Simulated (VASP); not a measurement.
**Pt: single point with PBE**

The system is Pt.

```xyz
4
Lattice="4.1888 0.0000 0.0000 0.0000 4.1888 0.0000 0.0000 0.0000 4.1888" Properties=species:S:1:pos:R:3 pbc="T T T"
Pt    0.1257    0.1257    0.1257
Pt    1.9688    4.0632    2.2201
Pt    2.2201    1.9688    4.0632
Pt    4.0632    2.2201    1.9688
```

- Program: VASP 6.6.1
- Task: single point
- Functional: PBE
- Potentials or basis: VASP PAW PBE potentials, release 64 (Pt)
- Cutoff: 520 eV
- k mesh: 4 × 4 × 4
- Occupations: gaussian, width 0.1 eV
- Spin: no spin polarisation

| Property | Result |
| --- | --- |
| Pressure | -20.0 GPa |
| Largest force | 0.469 eV/Å |
| Band gap on the k mesh | zero (band 20 reaches 8.17 eV, above the bottom of band 21 at 7.88 eV) |

Forces in eV/Å, atoms in the order of the input:
```
Pt  -0.271 -0.271 -0.271
Pt   0.271  0.271 -0.271
Pt  -0.271  0.271  0.271
Pt   0.271 -0.271  0.271
```

Levels at points of the mesh, in eV from the Fermi level:
```csv
k point,band 16,band 17,band 18,band 19,band 20,band 21,band 22,band 23,band 24,band 25
"(0.00, 0.00, 0.00)",-0.35,0.21,0.21,0.28,0.28,0.28,2.50,2.50,2.50,6.80
"(0.50, 0.00, 0.00)",-1.48,-1.11,-1.11,-0.34,-0.34,0.28,0.28,5.75,5.75,7.21
"(0.50, 0.50, 0.00)",-1.69,-1.23,-1.23,-0.67,-0.67,1.11,1.11,1.61,1.61,9.11
"(0.50, 0.50, 0.50)",-0.52,-0.12,-0.12,-0.12,-0.12,0.65,0.65,0.65,0.65,4.45
```

It took 7.3 s on 1 thread of Intel(R) Xeon(R) 6975P-C (Granite Rapids), with other jobs on the host, peak memory 0.17 GiB.

Caveat: the k points lie up to 0.37 Å⁻¹ apart; spin-orbit coupling is left out, which moves the levels of the heavy elements.
